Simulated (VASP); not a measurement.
A run of VASP 6.6.1:

The input INCAR:

```
PREC     = Accurate       # precision mode
ENCUT    = 520            # plane-wave cutoff, eV
EDIFF    = 1E-6           # SCF threshold, eV
ISMEAR   = 0              # smearing method
SIGMA    = 0.1            # smearing width, eV
LREAL    = False          # projectors in reciprocal space
LASPH    = True           # aspherical terms in the spheres
NELM     = 60             # most SCF steps
ALGO     = Normal         # electronic algorithm
ISIF     = 2              # what is computed and relaxed
LWAVE    = False          # write WAVECAR
LCHARG   = False          # write CHGCAR
GGA      = PS             # functional
NBANDS   = 22             # bands
```

The input KPOINTS:

```
Automatic mesh
0
Gamma
  6 6 4
```

The input POSCAR:

```
Bi
1.0
    3.0233534626      0.0000000000      0.0000000000
   -1.5116767313      2.6183009032      0.0000000000
    0.0000000000      0.0000000000      4.6942735627
Bi
2
Direct
    0.3333333333      0.6666666667      0.2500000000
    0.6666666667      0.3333333333      0.7500000000
```

Potentials or basis: VASP PAW PBE potentials, release 64 (Bi_d).

Command:

```bash
$ cat potpaw_PBE.64/Bi_d/POTCAR > POTCAR
$ mpirun -np 1 vasp_std > vasp.out
```

Hardware: 1 thread of Intel Xeon 8259CL, on a shared host.

**Question.** How long does it take, and how much memory?

**Answer.** Run time: 16 s on 1 thread of Intel Xeon 8259CL (shared host), peak memory 0.15 GiB. Counts: scf iterations 11, k points 21.
